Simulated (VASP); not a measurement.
Crystal: MgI2.

```
Mg I
1.0
    -0.04695    3.75572    3.75572
     3.75572   -0.04695    3.75572
     3.70877    3.70877    0.00000
Mg I
1 2
Cartesian
  0.0000 0.0000 0.0000
  1.8544 1.8544 1.8701
  5.5632 5.5632 5.6414
```

This cell differs from its parent crystal: shear xy strain -2.5%.

Base run:

| Quantity | Value |
| --- | --- |
| Program | VASP 6.6.1 |
| Functional | PBE |
| Potentials or basis | VASP PAW PBE potentials, release 64 (Mg, I) |
| Cutoff | 520 eV |
| k mesh | 6 × 6 × 6 |
| Occupations | fermi-dirac, width 0.02 eV |
| Spin | no spin polarisation |

Its results: band gap on the k mesh 0.59 eV, indirect (least direct gap 1.06 eV); pressure 0.2 GPa; largest force 0.005 eV/Å.

The run is repeated on the same cell with these changes: functional from PBE to r2SCAN; occupations from fermi-dirac, width 0.02 eV to gaussian, width 0.01 eV. What comes out?

Band gap on the k mesh 1.30 eV, indirect (least direct gap 1.51 eV); pressure -0.1 GPa; largest force 0.006 eV/Å.

Caveats: spin-orbit coupling is left out, which moves the levels of the heavy elements; the PAW data sets were made with another functional, which shifts forces and pressure a little (some runs).

A k mesh can miss the band edges.
